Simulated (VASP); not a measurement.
A run of VASP 6.6.1 is set up as follows.

File INCAR:

```
SYSTEM = ScSi53
PREC = Accurate ; ENCUT = 520
EDIFF = 1E-6 ; ISMEAR = -1
SIGMA = 0.01 ; LREAL = Auto
LASPH = .TRUE. ; NELM = 60
ALGO = Normal ; ISIF = 2
LWAVE = .FALSE. ; LCHARG = .FALSE.
GGA = PE ; NELECT = 224.0
NBANDS = 144
```

Contents of KPOINTS:

```
Automatic mesh
0
G
  2 2 2
  0 0 0
```

POSCAR

```
ScSi53
1.0
    0.0000000000      8.1406800000      8.1406800000
    8.1406800000      0.0000000000      8.1406800000
    8.1406800000      8.1406800000      0.0000000000
Sc Si
1 53
Direct
    0.2500000000      0.2500000000      0.2500000000
    0.2497963511      0.2497963511      0.5856342474
    0.2497963511      0.2497963511      0.9147730505
    0.2497963511      0.5856342474      0.2497963511
    0.2491454748      0.5836181751      0.5836181751
    0.2497963511      0.5856342474      0.9147730505
    0.2497963511      0.9147730505      0.2497963511
    0.2497963511      0.9147730505      0.5856342474
    0.2497077775      0.9167640742      0.9167640742
    0.5856342474      0.2497963511      0.2497963511
    0.5836181751      0.2491454748      0.5836181751
    0.5856342474      0.2497963511      0.9147730505
    0.5836181751      0.5836181751      0.2491454748
    0.5836181751      0.5836181751      0.5836181751
    0.5830803197      0.5830803197      0.9169196803
    0.5856342474      0.9147730505      0.2497963511
    0.5830803197      0.9169196803      0.5830803197
    0.5830803197      0.9169196803      0.9169196803
    0.9147730505      0.2497963511      0.2497963511
    0.9147730505      0.2497963511      0.5856342474
    0.9167640742      0.2497077775      0.9167640742
    0.9147730505      0.5856342474      0.2497963511
    0.9169196803      0.5830803197      0.5830803197
    0.9169196803      0.5830803197      0.9169196803
    0.9167640742      0.9167640742      0.2497077775
    0.9169196803      0.9169196803      0.5830803197
    0.9167640742      0.9167640742      0.9167640742
    0.1593660776      0.1593660776      0.1593660776
    0.1593660776      0.1593660776      0.5219017671
    0.1675402164      0.1675402164      0.8324597836
    0.1593660776      0.5219017671      0.1593660776
    0.1669571883      0.4996259603      0.4996259603
    0.1669571883      0.4996259603      0.8337908910
    0.1675402164      0.8324597836      0.1675402164
    0.1669571883      0.8337908910      0.4996259603
    0.1675402164      0.8324597836      0.8324597836
    0.5219017671      0.1593660776      0.1593660776
    0.4996259603      0.1669571883      0.4996259603
    0.4996259603      0.1669571883      0.8337908910
    0.4996259603      0.4996259603      0.1669571883
    0.5000000000      0.5000000000      0.5000000000
    0.4996259603      0.4996259603      0.8337908910
    0.4996259603      0.8337908910      0.1669571883
    0.4996259603      0.8337908910      0.4996259603
    0.5000403769      0.8333198744      0.8333198744
    0.8324597836      0.1675402164      0.1675402164
    0.8337908910      0.1669571883      0.4996259603
    0.8324597836      0.1675402164      0.8324597836
    0.8337908910      0.4996259603      0.1669571883
    0.8337908910      0.4996259603      0.4996259603
    0.8333198744      0.5000403769      0.8333198744
    0.8324597836      0.8324597836      0.1675402164
    0.8333198744      0.8333198744      0.5000403769
    0.8333198744      0.8333198744      0.8333198744
```

Potentials or basis: VASP PAW PBE potentials, release 64 (Sc_sv, Si).

The run is started by

```sh
$ cat potpaw_PBE.64/Sc_sv/POTCAR potpaw_PBE.64/Si/POTCAR > POTCAR
$ mpirun -np 1 vasp_std > vasp.out
```

Task: Estimate the largest force.

Result: 0.050 eV/Å.

Forces on the atoms (eV/Å):
```
Sc   0.000  0.000  0.000
Si  -0.015 -0.015 -0.015
Si   0.015  0.015 -0.015
Si  -0.015 -0.015 -0.015
Si  -0.029  0.029  0.029
Si   0.015  0.015 -0.015
Si   0.015 -0.015  0.015
Si   0.015 -0.015  0.015
Si  -0.001  0.001  0.001
Si  -0.015 -0.015 -0.015
Si   0.029 -0.029  0.029
Si   0.015  0.015 -0.015
Si   0.029  0.029 -0.029
Si  -0.029 -0.029 -0.029
Si   0.000  0.000  0.017
Si   0.015 -0.015  0.015
Si   0.000  0.017  0.000
Si  -0.017  0.000  0.000
Si  -0.015  0.015  0.015
Si  -0.015  0.015  0.015
Si   0.001 -0.001  0.001
Si  -0.015  0.015  0.015
Si   0.017  0.000  0.000
Si   0.000 -0.017  0.000
Si   0.001  0.001 -0.001
Si   0.000  0.000 -0.017
Si  -0.001 -0.001 -0.001
Si  -0.014 -0.014 -0.014
Si   0.014  0.014 -0.014
Si   0.000  0.000  0.022
Si   0.014 -0.014  0.014
Si   0.007 -0.007 -0.007
Si   0.007 -0.007 -0.007
Si   0.000  0.022  0.000
Si   0.007 -0.007 -0.007
Si  -0.022  0.000  0.000
Si  -0.014  0.014  0.014
Si  -0.007  0.007 -0.007
Si  -0.007  0.007 -0.007
Si  -0.007 -0.007  0.007
Si   0.000  0.000  0.000
Si   0.007  0.007  0.007
Si  -0.007 -0.007  0.007
Si   0.007  0.007  0.007
Si   0.016 -0.016 -0.016
Si   0.022  0.000  0.000
Si  -0.007  0.007 -0.007
Si   0.000 -0.022  0.000
Si  -0.007 -0.007  0.007
Si   0.007  0.007  0.007
Si  -0.016  0.016 -0.016
Si   0.000  0.000 -0.022
Si  -0.016 -0.016  0.016
Si   0.016  0.016  0.016
```

Caveat: the cell carries a net charge on a neutralising background, which shifts energy and pressure.
